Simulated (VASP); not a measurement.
# NaI (I4mm) in VASP: single point with PBE

Aim: the single point of NaI with PBE.

Everything below comes from runs of VASP 6.6.1. Logs are shortened: lines on timing, memory, paths and dates and some standing lists are left out, and cuts for length are marked.

### 1 The cell of the first run

It takes space group I4mm (No. 107, tetragonal). The conventional cell has a = 4.577 Å, b = 4.577 Å, c = 6.473 Å, α = 90.00°, β = 90.00°, γ = 90.00°. Within 4.0 Å of Na (site symmetry 4mm) lie 6 I at 3.04 to 3.44 Å. Within 4.0 Å of I (site symmetry 4mm) lie 6 Na at 3.04 to 3.44 Å.

### 2 Single point, PBE (atom 2 (I) moved by [0.0, 0.0, 0.2] A)

INCAR reads:

```
ALGO = Normal ; EDIFF = 1E-6
ENCUT = 520 ; GGA = PE
ISIF = 2 ; ISMEAR = -1
LASPH = True ; LCHARG = True
LELF = True ; LREAL = False
LVHAR = True ; LWAVE = False
NBANDS = 14 ; NELM = 100
PREC = Accurate ; SIGMA = 0.02
```

KPOINTS reads:

```
k-points
0
Gamma
  8 8 8
```

POSCAR reads:

```
NaI
1.0
    0.0000000000      3.2364000000      3.2364000000
    3.2364000000      0.0000000000      3.2364000000
    3.2364000000      3.2364000000      0.0000000000
Na I
1 1
Direct
    0.0000000000      0.0000000000      0.0000000000
    0.5308985292      0.5308985292      0.4691014708
```

Potentials or basis: VASP PAW PBE potentials, release 64 (Na_pv, I).

Command:

```
$ cat potpaw_PBE.64/Na_pv/POTCAR potpaw_PBE.64/I/POTCAR > POTCAR
$ mpirun -np 1 vasp_std > vasp.out
```

OUTCAR:

```text
EDIFF = 1E-6
   ENCUT = 520
   GGA = PE
   ISIF = 2
   ISMEAR = -1
   LASPH = True
   LREAL = False
   NELM = 100
   PREC = Accurate

 ion  position               nearest neighbor table
   1  0.000  0.000  0.000-   2 3.04
   2  0.531  0.531  0.469-   1 3.04

  LATTYP: Found a face centered cubic cell.
 ALAT       =     6.4728000000

  Lattice vectors:

 A1 = (   0.0000000000,   3.2364000000,   3.2364000000)
 A2 = (   3.2364000000,   0.0000000000,   3.2364000000)
 A3 = (   3.2364000000,   3.2364000000,   0.0000000000)

Analysis of symmetry for initial positions (statically):
=====================================================================
 Subroutine PRICEL returns:
 Original cell was already a primitive cell.

 Routine SETGRP: Setting up the symmetry group for a
 face centered cubic supercell.

 Subroutine GETGRP returns: Found  8 space group operations
 (whereof  8 operations were pure point group operations)
 out of a pool of 48 trial point group operations.

The static configuration has the point symmetry C_4v.

Analysis of symmetry for dynamics (positions and initial velocities):
=====================================================================
 Subroutine PRICEL returns:
 Original cell was already a primitive cell.

 Routine SETGRP: Setting up the symmetry group for a
 face centered cubic supercell.

 Subroutine GETGRP returns: Found  8 space group operations
 (whereof  8 operations were pure point group operations)
 out of a pool of 48 trial point group operations.

The dynamic configuration has the point symmetry C_4v.

 Subroutine INISYM returns: Found  8 space group operations
 (whereof  8 operations are pure point group operations),
 and found     1 'primitive' translations

----------------------------------------------------------------------------------------

                                     Primitive cell

  volume of cell :      67.7980

  direct lattice vectors                    reciprocal lattice vectors
     0.000000000  3.236400000  3.236400000    -0.154492646  0.154492646  0.154492646
     3.236400000  0.000000000  3.236400000     0.154492646 -0.154492646  0.154492646
     3.236400000  3.236400000  0.000000000     0.154492646  0.154492646 -0.154492646

  length of vectors
     4.576960773  4.576960773  4.576960773     0.267589113  0.267589113  0.267589113

  position of ions in fractional coordinates (direct lattice)
     0.000000000  0.000000000  0.000000000
     0.530898529  0.530898529  0.469101471

  ion indices of the primitive-cell ions
   primitive index   ion index
                 1           1
                 2           2

----------------------------------------------------------------------------------------

 KPOINTS: k-points

Automatic generation of k-mesh.
 Grid dimensions read from file:
 generate k-points for:    8    8    8

 Generating k-lattice:

  Cartesian coordinates                     Fractional coordinates (reciprocal lattice)
    -0.019311581  0.019311581  0.019311581     0.125000000  0.000000000  0.000000000
     0.019311581 -0.019311581  0.019311581     0.000000000  0.125000000  0.000000000
     0.019311581  0.019311581 -0.019311581     0.000000000  0.000000000  0.125000000

  Length of vectors
     0.033448639  0.033448639  0.033448639

  Shift w.r.t. Gamma in fractional coordinates (k-lattice)
     0.000000000  0.000000000  0.000000000

 Subroutine IBZKPT returns following result:
 ===========================================

 Found     59 irreducible k-points:

 Following reciprocal coordinates:
            Coordinates               Weight
  0.000000  0.000000  0.000000      1.000000
  0.125000  0.000000  0.000000      8.000000
  0.250000  0.000000  0.000000      8.000000
  0.375000  0.000000  0.000000      8.000000
  0.500000  0.000000  0.000000      4.000000
  0.125000  0.125000  0.000000      2.000000
[... 16 lines left out ...]
  0.000000  0.375000  0.250000     16.000000
  0.500000  0.250000  0.000000      8.000000
 [... further k-points ...]
   k-points           NKPTS =     59   k-points in BZ     NKDIM =     59   number of bands    NBANDS=     14
   number of dos      NEDOS =    301   number of ions     NIONS =      2
   total plane-waves  NPLWV =  46656
   dimension x,y,z NGX =    36 NGY =   36 NGZ =   36
   dimension x,y,z NGXF=    72 NGYF=   72 NGZF=   72
   ions per type =               1   1
   NGX,Y,Z   is equivalent  to a cutoff of  13.08, 13.08, 13.08 a.u.
   NGXF,Y,Z  is equivalent  to a cutoff of  26.15, 26.15, 26.15 a.u.
 SYSTEM =  unknown system
   PREC   = accura    normal or accurate (medium, high low for compatibility)
   ISTART =      0    job   : 0-new  1-cont  2-samecut
   ICHARG =      2    charge: 1-file 2-atom 10-const
   ISPIN  =      1    spin polarized calculation?
   LNONCOLLINEAR =      F non collinear calculations
   LSORBIT =      F    spin-orbit coupling
   LASPH  =      T    aspherical Exc in radial PAW
   ENCUT  =  520.0 eV  38.22 Ry    6.18 a.u.   8.51  8.51  8.51*2*pi/ulx,y,z
   NELM   =    100;   NELMIN=  2; NELMDL= -5     # of ELM steps
   EDIFF  = 0.1E-05   stopping-criterion for ELM
   LREAL  =      F    real-space projection
   EDIFFG = 0.1E-04   stopping-criterion for IOM
   NSW    =      0    number of steps for IOM
   IBRION =     -1    ionic relax: 0-MD 1-quasi-New 2-CG
   NFREE  =      0    steps in history (QN), initial steepest desc. (CG)
   ISIF   =      2    stress and relaxation
   ISYM   =      2    0-nonsym 1-usesym 2-fastsym
   POTIM  = 0.5000    time-step for ionic-motion
   TEBEG  =    0.0;   TEEND  =   0.0 temperature during run
   PSTRESS=    0.0 pullay stress
   NELECT =      14.0000    total number of electrons
   NUPDOWN=      -1.0000    fix difference up-down
   EMIN   =  10.00;   EMAX   =-10.00  energy-range for DOS
   EFERMI =   0.00;   METHOD = LEGACY
   ISMEAR =    -1;   SIGMA  =   0.02  broadening in eV -4-tet -1-fermi 0-gaus
   EFERMI_NEDOS =   21; number of points for ismear=-14 and -15
   IALGO  =     38    algorithm
   IMIX   =      4    mixing-type and parameters
     AMIX     =   0.40;   BMIX     =  1.00
     AMIX_MAG =   1.60;   BMIX_MAG =  1.00
  volume/ion in A,a.u.               =      33.90       228.76
  Fermi-wavevector in a.u.,A,eV,Ry     =   0.967636  1.828567 12.739397  0.936319
  Thomas-Fermi vector in A             =   2.097538
   LORBIT       =      0    0 simple, 1 ext, 2 COOP (PROOUT), +10 PAW based schemes
   GGA     = PE    functional components
   LHFCALC =     F    Hartree Fock is set to
   AEXX    =    0.0000 exact exchange contribution
   IVDW    =     0    specifies the selected vdW correction
   LEPSILON=     F    determine dielectric tensor
   LRPA    =     F    only Hartree local field effects (RPA)
 non-spin polarized calculation
  energy-cutoff  :      520.00
  volume of cell :       67.80
 maximum number of plane-waves:      1850
 NGX is ok and might be reduce to    36
   NGX = 17   NGY = 17   NGZ = 17

 number of electron      13.9999993 magnetization

 Free energy of the ion-electron system (eV)
  ---------------------------------------------------
  ext. energy  EPLUGINS =         0.00000000
  ---------------------------------------------------
  free energy    TOTEN  =        -5.36574813 eV

  energy without entropy =       -5.36574813  energy(sigma->0) =       -5.36574813

 E-fermi :   1.2666     XC(G=0):  -7.6993

 val. band max:        0.8038449260   @ k =   0.0000   0.0000   0.0000
 cond. band min:       4.4515758582   @ k =   0.0000   0.0000   0.0000
 fundamental gap:      3.6477309322
 Fermi energy:         1.2666362178

 k-point     1 :       0.0000    0.0000    0.0000
  band No.  band energies     occupation
      1     -21.6240      2.00000
      2     -21.6223      2.00000
      3     -21.6223      2.00000
      4     -10.2158      2.00000
      5       0.7888      2.00000
      6       0.8038      2.00000
      7       0.8038      2.00000
      8       4.4516      0.00000
      9       8.7336      0.00000
     10       8.7336      0.00000
     11       8.7504      0.00000
     12      10.5611      0.00000
     13      10.5995      0.00000
     14      11.2204      0.00000

 k-point     2 :       0.1250    0.0000    0.0000
  band No.  band energies     occupation
      1     -21.6244      2.00000
      2     -21.6228      2.00000
      3     -21.6224      2.00000
      4     -10.1729      2.00000
      5       0.3405      2.00000
      6       0.7501      2.00000
      7       0.7598      2.00000
      8       4.9694      0.00000
      9       8.3680      0.00000
     10       8.8840      0.00000
     11       8.8981      0.00000
     12      10.1332      0.00000
     13      10.1724      0.00000
     14      11.7430      0.00000

 k-point     3 :       0.2500    0.0000    0.0000
  band No.  band energies     occupation
      1     -21.6259      2.00000
      2     -21.6233      2.00000
      3     -21.6225      2.00000
      4     -10.0653      2.00000
      5      -0.4868      2.00000
      6       0.6489      2.00000
      7       0.6582      2.00000
      8       5.7356      0.00000
      9       8.2931      0.00000
     10       8.7724      0.00000
     11       8.7980      0.00000
     12      10.3416      0.00000
     13      10.3733      0.00000
     14      11.2221      0.00000
[... 324 lines left out ...]
 k-point    23 :       0.0000    0.3750    0.2500
  band No.  band energies     occupation
      1     -21.6260      2.00000
      2     -21.6246      2.00000
      3     -21.6234      2.00000
      4      -9.9351      2.00000
      5      -0.7803      2.00000
      6       0.1907      2.00000
      7       0.2857      2.00000
      8       6.1802      0.00000
      9       7.0768      0.00000
     10       8.4465      0.00000
     11       9.9854      0.00000
     12      10.9271      0.00000
     13      12.1804      0.00000
     14      13.7027      0.00000

 k-point    24 :       0.5000    0.2500    0.0000
  band No.  band energies     occupation
      1     -21.6277      2.00000
      2     -21.6244      2.00000
      3     -21.6234      2.00000
      4      -9.8647      2.00000
      5      -1.0091      2.00000
      6      -0.1202      2.00000
      7       0.2785      2.00000
      8       6.2859      0.00000
      9       7.5157      0.00000
     10       8.6570      0.00000
     11       9.5079      0.00000
     12      11.5293      0.00000
     13      13.1227      0.00000
     14      13.6190      0.00000

 [... further k-points ...]
[... 5 lines left out ...]
  --------------------------------------------------------------------------------------
  -------------------------------------------------------------------------------------
  Total        0.1695332      0.1695332      0.4979535      0.0000000     -0.0000000     -0.0000000
  in kB        4.0063497      4.0063497     11.7674622      0.0000000     -0.0000000     -0.0000000
  external PRESSURE =       6.5933872 kB  Pullay stress =       0.0000000 kB

 VOLUME and BASIS-vectors are now :
 -----------------------------------------------------------------------------
  energy-cutoff  :      520.00
  volume of cell :       67.80
      direct lattice vectors                 reciprocal lattice vectors
     0.000000000  3.236400000  3.236400000    -0.154492646  0.154492646  0.154492646
     3.236400000  0.000000000  3.236400000     0.154492646 -0.154492646  0.154492646
     3.236400000  3.236400000  0.000000000     0.154492646  0.154492646 -0.154492646

 POSITION                                       TOTAL-FORCE (eV/Angst)
 -----------------------------------------------------------------------------------
      0.00000      0.00000      0.00000         0.000000      0.000000      0.207482
      3.23640      3.23640      3.43640         0.000000      0.000000     -0.207482
 -----------------------------------------------------------------------------------
    total drift:                               -0.000000     -0.000000     -0.000297

  FREE ENERGIE OF THE ION-ELECTRON SYSTEM (eV)
  ---------------------------------------------------
  free  energy   TOTEN  =        -5.3657481253 eV

  energy  without entropy=       -5.3657481253  energy(sigma->0) =       -5.36574813
```

Wall time 34 s (1 thread of AMD EPYC 9R14 (Zen 4), shared host); peak memory 0.2 GiB.

What came out:

* Free energy: -5.3657 eV
* Pressure: 0.7 GPa
* Largest force: 0.207 eV/Å
* Band gap on the k mesh: 3.65 eV, direct

Forces in eV/Å, atoms in the order of the input:
```
Na   0.000  0.000  0.207
I    0.000  0.000 -0.207
```

Stress tensor (GPa, compression positive):
```
0.40 0.00 0.00
0.00 0.40 0.00
0.00 0.00 1.18
```

Levels at points of the mesh, in eV from the valence-band top:
```
           k point  band 5  band 6  band 7  band 8  band 9  band 10
(0.00, 0.00, 0.00)   -0.02    0.00    0.00    3.65    7.93     7.93
(0.50, 0.00, 0.00)   -2.18   -0.29   -0.28    5.10    7.45     7.46
(0.50, 0.50, 0.00)   -1.91   -0.74   -0.74    4.51    5.56     9.86
(0.00, 0.50, 0.50)   -1.90   -0.75   -0.74    4.50    5.55     9.88
```

Caveat: the cell differs from its parent crystal (atom 2 (I) moved by [0.0, 0.0, 0.2] A); spin-orbit coupling is left out, which moves the levels of the heavy elements.
